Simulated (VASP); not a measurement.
# Ag (P6_3/mmc) in VASP: further runs, part 2 of 2

VASP 6.6.1. Earlier steps stand in the parts before.

## 3. Single point, LDA (volume scaled by 1.04)

File INCAR:

```
SYSTEM = Ag
  ALGO = Normal
  EDIFF = 1E-7
  ENCUT = 520
  GGA = CA
  ISIF = 2
  ISMEAR = -1
  LASPH = .TRUE.
  LCHARG = .FALSE.
  LREAL = .FALSE.
  LWAVE = .FALSE.
  NBANDS = 18
  NELM = 80
  PREC = Accurate
  SIGMA = 0.1
```

File KPOINTS:

```
k-points
0
G
  14 14 8
  0 0 0
```

File POSCAR:

```
Ag
1.0
    2.8747187711      0.0000000000      0.0000000000
   -1.4373593855      2.4895794845      0.0000000000
    0.0000000000      0.0000000000      4.6688888064
Ag
2
Direct
    0.3333333333      0.6666666667      0.2500000000
    0.6666666667      0.3333333333      0.7500000000
```

Potentials or basis: VASP PAW LDA potentials, release 64 (Ag).

Command:

```
$ cat potpaw_LDA.64/Ag/POTCAR > POTCAR
$ mpirun -np 1 vasp_std > vasp.out
```

OUTCAR:

```text
SYSTEM = Ag
   EDIFF = 1E-7
   ENCUT = 520
   GGA = CA
   ISIF = 2
   ISMEAR = -1
   LASPH = .TRUE.
   LREAL = .FALSE.
   NELM = 80
   PREC = Accurate

 ion  position               nearest neighbor table
   1  0.333  0.667  0.250-   2 2.86   2 2.86   2 2.86   2 2.86   2 2.86   2 2.86
   2  0.667  0.333  0.750-   1 2.86   1 2.86   1 2.86   1 2.86   1 2.86   1 2.86

  LATTYP: Found a hexagonal cell.
 ALAT       =     2.8747187711
 C/A-ratio  =     1.6241201934

  Lattice vectors:

 A1 = (   2.8747187711,   0.0000000000,   0.0000000000)
 A2 = (  -1.4373593855,   2.4895794845,   0.0000000000)
 A3 = (   0.0000000000,   0.0000000000,   4.6688888064)

Analysis of symmetry for initial positions (statically):
=====================================================================
 Subroutine PRICEL returns:
 Original cell was already a primitive cell.

 Routine SETGRP: Setting up the symmetry group for a
 hexagonal supercell.

 Subroutine GETGRP returns: Found 24 space group operations
 (whereof 12 operations were pure point group operations)
 out of a pool of 24 trial point group operations.

The static configuration has the point symmetry D_3d.
 The point group associated with its full space group is D_6h.

Analysis of symmetry for dynamics (positions and initial velocities):
=====================================================================
 Subroutine PRICEL returns:
 Original cell was already a primitive cell.

 Routine SETGRP: Setting up the symmetry group for a
 hexagonal supercell.

 Subroutine GETGRP returns: Found 24 space group operations
 (whereof 12 operations were pure point group operations)
 out of a pool of 24 trial point group operations.

The dynamic configuration has the point symmetry D_3d.
 The point group associated with its full space group is D_6h.

 Subroutine INISYM returns: Found 24 space group operations
 (whereof 12 operations are pure point group operations),
 and found     1 'primitive' translations

[... 110 lines left out ...]
   EFERMI_NEDOS =   21; number of points for ismear=-14 and -15
   IALGO  =     38    algorithm
   IMIX   =      4    mixing-type and parameters
     AMIX     =   0.40;   BMIX     =  1.00
     AMIX_MAG =   1.60;   BMIX_MAG =  1.00
  volume/ion in A,a.u.               =      16.71       112.75
  Fermi-wavevector in a.u.,A,eV,Ry     =   1.424199  2.691346 27.597290  2.028344
  Thomas-Fermi vector in A             =   2.544716
   LORBIT       =      0    0 simple, 1 ext, 2 COOP (PROOUT), +10 PAW based schemes
   GGA     = CA    functional components
   LHFCALC =     F    Hartree Fock is set to
   AEXX    =    0.0000 exact exchange contribution
   IVDW    =     0    specifies the selected vdW correction
   LEPSILON=     F    determine dielectric tensor
   LRPA    =     F    only Hartree local field effects (RPA)
 non-spin polarized calculation
  energy-cutoff  :      520.00
  volume of cell :       33.41
 maximum number of plane-waves:       917
 NGX is ok and might be reduce to    24
   NGX = 11   NGY = 11   NGZ = 17

 number of electron      21.9999997 magnetization

 Free energy of the ion-electron system (eV)
  ---------------------------------------------------
  ext. energy  EPLUGINS =         0.00000000
  ---------------------------------------------------
  free energy    TOTEN  =        -7.53660543 eV

  energy without entropy =       -7.51696479  energy(sigma->0) =       -7.52678511

 E-fermi :   8.3907     XC(G=0): -12.7022

 val. band max:        8.3446714888   @ k =   0.4286   0.0714   0.2500
 cond. band min:       8.4393679730   @ k =   0.0714   0.0000   0.0000
 fundamental gap:      0.0946964842
 Fermi energy:         8.3907041363

 k-point     1 :       0.0000    0.0000    0.0000
  band No.  band energies     occupation
      1       0.4568      2.00000
      2       1.9127      2.00000
      3       3.6083      2.00000
      4       3.6861      2.00000
      5       3.6861      2.00000
      6       3.9425      2.00000
[... 481 lines left out ...]
      5       3.5499      2.00000
      6       3.6828      2.00000
[... 10 lines left out ...]
     17      19.1801      0.00000
     18      20.1503      0.00000

 [... further k-points ...]

------------------------ aborting loop because EDIFF is reached ----------------------------------------

  FORCE on cell =-STRESS in cart. coord.  units (eV):
  Direction    XX          YY          ZZ          XY          YZ          ZX
  --------------------------------------------------------------------------------------
  -------------------------------------------------------------------------------------
  Total       -1.0289986     -1.0289986     -0.8953074     -0.0000000      0.0000000      0.0000000
  in kB      -49.3390140    -49.3390140    -42.9287117     -0.0000000      0.0000000      0.0000000
  external PRESSURE =     -47.2022466 kB  Pullay stress =       0.0000000 kB

 VOLUME and BASIS-vectors are now :
 -----------------------------------------------------------------------------
  energy-cutoff  :      520.00
  volume of cell :       33.41
      direct lattice vectors                 reciprocal lattice vectors
     2.874718771  0.000000000  0.000000000     0.347860114  0.200837131  0.000000000
    -1.437359385  2.489579485  0.000000000     0.000000000  0.401674261  0.000000000
     0.000000000  0.000000000  4.668888806     0.000000000  0.000000000  0.214183726

 POSITION                                       TOTAL-FORCE (eV/Angst)
 -----------------------------------------------------------------------------------
     -0.00000      1.65972      1.16722        -0.000000      0.000000      0.000000
      1.43736      0.82986      3.50167         0.000000     -0.000000     -0.000000
 -----------------------------------------------------------------------------------
    total drift:                               -0.000000      0.000000     -0.000000

  FREE ENERGIE OF THE ION-ELECTRON SYSTEM (eV)
  ---------------------------------------------------
  free  energy   TOTEN  =        -7.5366054296 eV

  energy  without entropy=       -7.5169647923  energy(sigma->0) =       -7.52678511
```

OSZICAR:

```text
N       E                     dE             d eps       ncg     rms          rms(c)
DAV:   1     0.126037326493E+03    0.12604E+03   -0.11766E+04  4328   0.122E+03
DAV:   2    -0.602073916460E+01   -0.13206E+03   -0.12547E+03  4466   0.272E+02
DAV:   3    -0.816298444497E+01   -0.21422E+01   -0.21352E+01  5026   0.390E+01
DAV:   4    -0.816929579969E+01   -0.63114E-02   -0.63108E-02  4826   0.209E+00
DAV:   5    -0.816934519577E+01   -0.49396E-04   -0.49395E-04  4806   0.196E-01    0.819E+00
DAV:   6    -0.756739247099E+01    0.60195E+00   -0.14686E+00  4456   0.131E+01    0.513E+00
DAV:   7    -0.754546897996E+01    0.21923E-01   -0.14284E-02  4734   0.112E+00    0.280E+00
DAV:   8    -0.753658357161E+01    0.88854E-02   -0.11240E-03  4468   0.316E-01    0.100E-01
DAV:   9    -0.753660588668E+01   -0.22315E-04   -0.18228E-05  5130   0.315E-02    0.199E-02
DAV:  10    -0.753660537608E+01    0.51061E-06   -0.25857E-06  4676   0.153E-02    0.432E-03
DAV:  11    -0.753660542957E+01   -0.53497E-07   -0.53450E-08  3106   0.177E-03
   1 F= -.75366054E+01 E0= -.75267851E+01  d E =-.196406E-01
```

stdout:

```text
POSCAR found type information on POSCAR Ag
 POSCAR found :  1 types and       2 ions
 scaLAPACK will be used
 LDA part: xc-table for (Slater(with rela. corr.)+CA(PZ))
 , standard interpolation
 POSCAR, INCAR and KPOINTS ok, starting setup
 FFT: planning ... GRIDC
 FFT: planning ... GRID_SOFT
 FFT: planning ... GRID
 WAVECAR not read
 entering main loop
```

It took 25 s on 1 thread of Intel Xeon Platinum 8488C (Sapphire Rapids), shared host; peak memory 0.17 GiB.

Results:

```yaml
Free_energy: -7.5366 eV
Pressure: -4.7 GPa
Band_gap_on_the_k_mesh: zero (band 11 reaches 12.12 eV, above the bottom of band 12 at 5.04 eV)
```

Stress tensor (GPa, compression positive):
```
-4.93  0.00  0.00
 0.00 -4.93  0.00
 0.00  0.00 -4.29
```

## 4. Single point, LDA (volume scaled by 1.08)

File INCAR:

```
ALGO = Normal ; EDIFF = 1E-6
ENCUT = 520 ; ISIF = 2
ISMEAR = -1 ; LASPH = T
LCHARG = F ; LREAL = F
LWAVE = F ; NBANDS = 18
NELM = 60 ; PREC = Accurate
SIGMA = 0.1
```

File KPOINTS:

```
k-points
0
Gamma
  14 14 8
```

File POSCAR:

```
Ag
1.0
    2.9111114797      0.0000000000      0.0000000000
   -1.4555557398      2.5210964947      0.0000000000
    0.0000000000      0.0000000000      4.7279949393
Ag
2
Direct
    0.3333333333      0.6666666667      0.2500000000
    0.6666666667      0.3333333333      0.7500000000
```

Potentials or basis: VASP PAW LDA potentials, release 64 (Ag).

Command:

```
$ cat potpaw_LDA.64/Ag/POTCAR > POTCAR
$ mpirun -np 1 vasp_std > vasp.out
```

OUTCAR:

```text
EDIFF = 1E-6
   ENCUT = 520
   ISIF = 2
   ISMEAR = -1
   LASPH = T
   LREAL = F
   NELM = 60
   PREC = Accurate

 ion  position               nearest neighbor table
   1  0.333  0.667  0.250-   2 2.90   2 2.90   2 2.90   2 2.90   2 2.90   2 2.90
   2  0.667  0.333  0.750-   1 2.90   1 2.90   1 2.90   1 2.90   1 2.90   1 2.90

  LATTYP: Found a hexagonal cell.
 ALAT       =     2.9111114797
 C/A-ratio  =     1.6241201934

  Lattice vectors:

 A1 = (   2.9111114797,   0.0000000000,   0.0000000000)
 A2 = (  -1.4555557398,   2.5210964947,   0.0000000000)
 A3 = (   0.0000000000,   0.0000000000,   4.7279949393)

Analysis of symmetry for initial positions (statically):
=====================================================================
 Subroutine PRICEL returns:
 Original cell was already a primitive cell.

 Routine SETGRP: Setting up the symmetry group for a
 hexagonal supercell.

 Subroutine GETGRP returns: Found 24 space group operations
 (whereof 12 operations were pure point group operations)
 out of a pool of 24 trial point group operations.

The static configuration has the point symmetry D_3d.
 The point group associated with its full space group is D_6h.

Analysis of symmetry for dynamics (positions and initial velocities):
=====================================================================
 Subroutine PRICEL returns:
 Original cell was already a primitive cell.

 Routine SETGRP: Setting up the symmetry group for a
 hexagonal supercell.

 Subroutine GETGRP returns: Found 24 space group operations
 (whereof 12 operations were pure point group operations)
 out of a pool of 24 trial point group operations.

The dynamic configuration has the point symmetry D_3d.
 The point group associated with its full space group is D_6h.

 Subroutine INISYM returns: Found 24 space group operations
 (whereof 12 operations are pure point group operations),
[... 110 lines left out ...]
   EFERMI =   0.00;   METHOD = LEGACY
   ISMEAR =    -1;   SIGMA  =   0.10  broadening in eV -4-tet -1-fermi 0-gaus
   EFERMI_NEDOS =   21; number of points for ismear=-14 and -15
   IALGO  =     38    algorithm
   IMIX   =      4    mixing-type and parameters
     AMIX     =   0.40;   BMIX     =  1.00
     AMIX_MAG =   1.60;   BMIX_MAG =  1.00
  volume/ion in A,a.u.               =      17.35       117.08
  Fermi-wavevector in a.u.,A,eV,Ry     =   1.406395  2.657701 26.911598  1.977947
  Thomas-Fermi vector in A             =   2.528760
   LORBIT       =      0    0 simple, 1 ext, 2 COOP (PROOUT), +10 PAW based schemes
   GGA     = CA    functional components
   LHFCALC =     F    Hartree Fock is set to
   AEXX    =    0.0000 exact exchange contribution
   IVDW    =     0    specifies the selected vdW correction
   LEPSILON=     F    determine dielectric tensor
   LRPA    =     F    only Hartree local field effects (RPA)
 non-spin polarized calculation
  energy-cutoff  :      520.00
  volume of cell :       34.70
 maximum number of plane-waves:       966
 NGX is ok and might be reduce to    24
   NGX = 11   NGY = 11   NGZ = 17

 number of electron      22.0000009 magnetization

 Free energy of the ion-electron system (eV)
  ---------------------------------------------------
  ext. energy  EPLUGINS =         0.00000000
  ---------------------------------------------------
  free energy    TOTEN  =        -7.48402938 eV

  energy without entropy =       -7.46476763  energy(sigma->0) =       -7.47439850

 E-fermi :   7.8629     XC(G=0): -12.4801

 val. band max:        7.8369459430   @ k =   0.4286   0.0714   0.2500
 cond. band min:       7.9476294921   @ k =   0.4286  -0.0000   0.5000
 fundamental gap:      0.1106835492
 Fermi energy:         7.8628900059

 k-point     1 :       0.0000    0.0000    0.0000
  band No.  band energies     occupation
      1       0.2032      2.00000
      2       1.6209      2.00000
      3       3.2136      2.00000
      4       3.2883      2.00000
      5       3.2883      2.00000
      6       3.5270      2.00000
[... 481 lines left out ...]
      5       3.1647      2.00000
      6       3.2902      2.00000
[... 10 lines left out ...]
     17      18.3720      0.00000
     18      19.2873      0.00000

 [... further k-points ...]

------------------------ aborting loop because EDIFF is reached ----------------------------------------

  FORCE on cell =-STRESS in cart. coord.  units (eV):
  Direction    XX          YY          ZZ          XY          YZ          ZX
  --------------------------------------------------------------------------------------
  -------------------------------------------------------------------------------------
  Total       -1.8513880     -1.8513880     -1.7500814     -0.0000000      0.0000000     -0.0000000
  in kB      -85.4835843    -85.4835843    -80.8059830     -0.0000000      0.0000000     -0.0000000
  external PRESSURE =     -83.9243839 kB  Pullay stress =       0.0000000 kB

 VOLUME and BASIS-vectors are now :
 -----------------------------------------------------------------------------
  energy-cutoff  :      520.00
  volume of cell :       34.70
      direct lattice vectors                 reciprocal lattice vectors
     2.911111480  0.000000000  0.000000000     0.343511407  0.198326403  0.000000000
    -1.455555740  2.521096495  0.000000000     0.000000000  0.396652806  0.000000000
     0.000000000  0.000000000  4.727994939     0.000000000  0.000000000  0.211506149

 POSITION                                       TOTAL-FORCE (eV/Angst)
 -----------------------------------------------------------------------------------
     -0.00000      1.68073      1.18200         0.000000     -0.000000      0.000000
      1.45556      0.84037      3.54600        -0.000000      0.000000      0.000000
 -----------------------------------------------------------------------------------
    total drift:                               -0.000000      0.000000     -0.000000

  FREE ENERGIE OF THE ION-ELECTRON SYSTEM (eV)
  ---------------------------------------------------
  free  energy   TOTEN  =        -7.4840293760 eV

  energy  without entropy=       -7.4647676274  energy(sigma->0) =       -7.47439850
```

Wall time 24 s (1 thread of Intel Xeon Platinum 8488C (Sapphire Rapids), shared host); peak memory 0.18 GiB.

What came out:

* Free energy: -7.4840 eV
* Pressure: -8.4 GPa
* Band gap on the k mesh: zero (band 11 reaches 11.49 eV, above the bottom of band 12 at 4.56 eV)

Stress tensor (GPa, compression positive):
```
-8.55  0.00  0.00
 0.00 -8.55  0.00
 0.00  0.00 -8.08
```

Levels at points of the mesh, in eV from the Fermi level:
| k point | band 7 | band 8 | band 9 | band 10 | band 11 | band 12 | band 13 | band 14 | band 15 | band 16 |
| --- | --- | --- | --- | --- | --- | --- | --- | --- | --- | --- |
| (0.00, 0.00, 0.00) | -4.34 | -4.02 | -4.02 | -3.00 | -3.00 | -0.30 | 3.58 | 15.63 | 17.64 | 17.82 |
| (0.50, 0.00, 0.00) | -3.71 | -2.88 | -2.80 | -2.74 | 0.12 | 1.50 | 6.80 | 7.09 | 9.23 | 10.43 |
| (0.00, 0.00, 0.50) | -4.43 | -4.43 | -3.31 | -3.31 | -3.31 | -3.31 | 11.15 | 11.15 | 15.96 | 15.96 |
| (0.50, 0.00, 0.50) | -3.05 | -3.05 | -2.79 | -2.79 | 0.78 | 0.78 | 4.48 | 4.48 | 13.38 | 13.38 |

## 5. Overview

| cell | gap on the mesh (eV) | pressure (GPa) |
| --- | --- | --- |
| a = 2.837, b = 2.837, c = 4.608 Å, angles 90.0, 90.0, 120.0°, 2 atoms | none | 0.1 |
| a = 2.875, b = 2.875, c = 4.669 Å, angles 90.0, 90.0, 120.0°, 2 atoms | none | -4.7 |
| a = 2.911, b = 2.911, c = 4.728 Å, angles 90.0, 90.0, 120.0°, 2 atoms | none | -8.4 |

Alike in all rows: task single point; level LDA; potentials or basis VASP PAW LDA potentials, release 64 (Ag); no spin polarisation; k mesh 14 × 14 × 8; cutoff (eV) 520; smearing fermi-dirac 0.1 eV.

Absolute energies hang on the potentials; compare differences alone.
